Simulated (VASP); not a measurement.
Here is a VASP 6.6.1 calculation.

The input INCAR:

```
ALGO = Normal
EDIFF = 1E-6
ENCUT = 500
GGA_COMPAT = False
ISIF = 2
ISMEAR = 0
LASPH = True
LCHARG = True
LELF = True
LREAL = False
LVHAR = True
LWAVE = False
NBANDS = 11
NELM = 120
PREC = Accurate
SIGMA = 0.05
```

KPOINTS

```
k-points
0
Gamma
  8 8 8
```

Contents of POSCAR:

```
AlAs
1.0
    0.0000000000      2.8304000000      2.8304000000
    2.8304000000      0.0000000000      2.8304000000
    2.8304000000      2.8304000000      0.0000000000
Al As
1 1
Direct
    0.0000000000      0.0000000000      0.0000000000
    0.7500000000      0.7500000000      0.7500000000
```

Potentials or basis: VASP PAW LDA potentials, release 64 (Al, As).

Run with:

```console
$ cat potpaw_LDA.64/Al/POTCAR potpaw_LDA.64/As/POTCAR > POTCAR
$ mpirun -np 1 vasp_std > vasp.out
```

(1) What does it give for the band gap on the k mesh?

(2) Estimate the pressure.

## Answers

(1) 1.34 eV, indirect (least direct gap 1.88 eV).

(2) -0.9 GPa.
